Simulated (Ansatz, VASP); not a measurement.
One calculation of HfN, two programs

File POSCAR:

```
HfN
1.0
    2.8250300000      0.0000000000      0.0000000000
    0.0000000000      2.8250300000      0.0000000000
    0.0000000000      0.0000000000      2.8250300000
Hf N
1 1
Direct
    0.5000000000      0.5000000000      0.5000000000
    0.0000000000      0.0000000000      0.0000000000
```

Contents of INCAR.step1:

```
  ALGO = Normal
  EDIFF = 1E-5
  ENCUT = 600
  GGA = PE
  ISMEAR = -1
  LASPH = True
  LCHARG = False
  LREAL = False
  LWAVE = True
  NBANDS = 14
  NELM = 100
  PREC = Accurate
  SIGMA = 0.05
```

Contents of INCAR.step2:

```
  AEXX = 1.0
  AGGAC = 0.0
  ALDAC = 0.0
  ALGO = Normal
  EDIFF = 1E-6
  EDIFFG = -0.01
  ENCUT = 600
  GGA = PE
  IBRION = 2
  ISIF = 3
  ISMEAR = -1
  ISTART = 1
  LASPH = True
  LCHARG = False
  LHFCALC = True
  LREAL = False
  LWAVE = False
  NELM = 100
  NSW = 60
  PREC = Accurate
  PRECFOCK = Normal
  SIGMA = 0.05
```

The input KPOINTS:

```
k-points
0
Gamma
  5 5 5
```

File input:

```
crystal:
  lattice:
    - [2.82503, 0.0, 0.0]
    - [0.0, 2.82503, 0.0]
    - [0.0, 0.0, 2.82503]
  atoms:
    - { symbol: Hf, position: [0.5, 0.5, 0.5] }
    - { symbol: "N", position: [0.0, 0.0, 0.0] }
hamiltonian:
  xc: hf
  pseudopotentials: { kind: paw }
kpoints:
  mp_grid: { grid: [5, 5, 5] }
scf:
  occupations: { method: fermi_dirac, width: 0.05 }
output:
  forces: true
  stress: true
  eigenvalues: true
  write_density: true
  write_potential: true
  elf: true
  volumetric_format: npy
relax:
  f_tol: 0.01
  max_steps: 40
  cell: { stress_tol: 0.05 }
```

Alike in both runs: task relaxation of cell and atoms; functional HF; k mesh 5 × 5 × 5; occupations fermi-dirac, width 0.05 eV; no spin polarisation.

```csv
,VASP,Ansatz
version,VASP 6.6.1,Ansatz 0.2.0
potentials or method,"VASP PAW PBE potentials, release 64 (Hf_pv, N)",Ansatz PAW
plane-wave cutoff (eV),600,420
valence electrons in the cell,15,31
```

|  | VASP | Ansatz | Ansatz less VASP |
| --- | --- | --- | --- |
| gap on the k mesh at the Fermi level, each at its own relaxed structure (eV) | none | none | - |
| relaxed volume (Å³/atom) | 10.97 | 11.36 | +0.389 |
| relaxed length of the cell vector where the two differ most in proportion (Å) | 2.799 | 2.832 | +0.0327 |

VASP's potentials were made for PBE, not for HF. A gap of «none» marks a metal or a gap that the smearing closes. VASP's potentials hold 15 valence electrons a cell and Ansatz's 31, so a difference there can come from the potentials and not from the codes.

The k mesh is coarse, so the values compare programs but aren't converged. Neither program's run includes spin-orbit coupling. Noted on Ansatz's run: the plane-wave basis is chosen anew once the cell has moved, so the energies of steps on either side of that aren't comparable.
